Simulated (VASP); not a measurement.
**Al: single point with PBE+D3(BJ)**

Al:

```
Al
1.0
     0.00000   -1.99136   -1.99136
    -1.99136    0.00000   -1.99136
     1.99136    1.99136   -3.98273
Al
2
Direct
  0.53844 0.53844 0.50000
  0.96156 0.96156 0.00000
```

This cell differs from its parent crystal: atoms displaced along a vibrational mode.

| Property | Result |
| --- | --- |
| Program | VASP 6.6.1 |
| Task | single point |
| Functional | PBE |
| Dispersion | D3(BJ) |
| Potentials or basis | VASP PAW PBE potentials, release 64 (Al) |
| Cutoff | 520 eV |
| k mesh | 24 × 24 × 24 |
| Occupations | gaussian, width 0.15 eV |
| Spin | no spin polarisation |
| Dipole correction | no |
| Further INCAR settings | ALGO = Fast; EDIFF = 1e-06; NBANDS = 10 |

The pressure is 1.4 GPa and the largest force is 0.405 eV/Å. The band gap on the k mesh is zero (bands 3 and 4 overlap by 6.02 eV) and the dispersion energy per atom is -0.352 eV.

Forces in eV/Å, atoms in the order of the input:
```
Al   0.216  0.216  0.266
Al  -0.216 -0.216 -0.266
```

Stress tensor (GPa, compression positive):
```
 2.27  2.12 -0.58
 2.12  2.27 -0.58
-0.58 -0.58 -0.40
```

Levels at points of the mesh, in eV from the Fermi level:
```
           k point  band 1  band 2  band 3  band 4  band 5  band 6  band 7
(0.00, 0.00, 0.00)  -11.44   -4.79   -4.44   11.52   11.65   11.80   11.82
(0.50, 0.00, 0.00)   -5.20   -5.17   -1.00   -0.55    3.52    3.88    7.43
(0.50, 0.50, 0.50)   -5.22   -5.15   -1.22   -0.32    3.37    4.07    7.24
(0.50, 0.50, 0.00)   -4.76   -4.47   -2.96   -1.72    5.22    5.80    5.89
(0.00, 0.50, 0.50)   -4.77   -4.45   -3.03   -1.64    5.29    5.73    5.90
(0.00, 0.00, 0.50)   -9.71   -9.70    3.47    3.50   11.15   11.31   11.39
```

Run time: 8.8 min on 1 thread of AMD EPYC 9R45 96-Core Processor (Zen 5), with other jobs on the host, peak memory 0.92 GiB.

Caveat: the cell differs from its parent crystal (atoms displaced along a vibrational mode).
